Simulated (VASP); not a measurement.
A run of VASP 6.6.1 is set up as follows.

File INCAR:

```
SYSTEM = Mg2Sn
  PREC = Accurate
  ENCUT = 600
  EDIFF = 1E-6
  ISMEAR = -1
  SIGMA = 0.02
  LREAL = .FALSE.
  LASPH = .TRUE.
  NELM = 120
  ALGO = Normal
  ISIF = 2
  LWAVE = .FALSE.
  LCHARG = .TRUE.
  GGA = PE
  LELF = .TRUE.
  LVHAR = .TRUE.
  NBANDS = 16
  GGA_COMPAT = .FALSE.
```

File KPOINTS:

```
regular mesh
0
G
  6 6 6
  0 0 0
```

The input POSCAR:

```
Mg2Sn
1.0
    0.0000000000      3.3123365764      3.3123365764
    3.3123365764      0.0000000000      3.3123365764
    3.3123365764      3.3123365764      0.0000000000
Sn Mg
1 2
Direct
    0.0000000000      0.0000000000      0.0000000000
    0.2500000000      0.2500000000      0.2500000000
    0.7500000000      0.7500000000      0.7500000000
```

Potentials or basis: VASP PAW PBE potentials, release 64 (Sn_d, Mg).

Command:

```bash
$ cat potpaw_PBE.64/Sn_d/POTCAR potpaw_PBE.64/Mg/POTCAR > POTCAR
$ mpirun -np 1 vasp_std > vasp.out
```

Question: What does it give for the band gap on the k mesh?

Answer: Zero (band 9 reaches 4.73 eV, above the bottom of band 10 at 4.67 eV).

Question: What does it give for the pressure?

Answer: 4.2 GPa.

Caveat: the cell differs from its parent crystal (strain -2.0%); spin-orbit coupling is left out, which moves the levels of the heavy elements.
